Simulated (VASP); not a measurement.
A run of VASP 6.6.1:

The input INCAR:

```
SYSTEM = Co
ALGO = Normal
EDIFF = 1E-6
ENCUT = 520
GGA = VW
ISIF = 2
ISMEAR = -1
ISPIN = 2
LASPH = .True.
LCHARG = .False.
LMAXMIX = 4
LORBIT = 11
LREAL = .False.
LWAVE = .False.
MAGMOM = 2 2 2 2
NBANDS = 30
NELM = 150
PREC = Accurate
SIGMA = 0.05
```

Contents of KPOINTS:

```
k-points
0
Gamma
  12 12 4
  0 0 0
```

File POSCAR:

```
Co
1.0
    2.4201280013      0.0000000000      0.0000000000
   -1.2100640007      2.0958923296      0.0000000000
    0.0000000000      0.0000000000      7.9231214745
Co
4
Direct
    0.6666666667      0.3333333333      0.7500000000
    0.0000000000      0.0000000000      0.5000000000
    0.3333333333      0.6666666667      0.2500000000
    0.0000000000      0.0000000000      0.0000000000
```

Potentials or basis: VASP PAW PBE potentials, release 64 (Co).

Run with:

```bash
$ cat potpaw_PBE.64/Co/POTCAR > POTCAR
$ mpirun -np 1 vasp_std > vasp.out
```

Hardware: 1 thread of AMD EPYC 7R13, on a shared host.

Task: Estimate the wall time of this run.

Result: Run time: 2.8 min on 1 thread of AMD EPYC 7R13, with other jobs on the host, peak memory 0.18 GiB. Counts: scf iterations 22, k points 57.
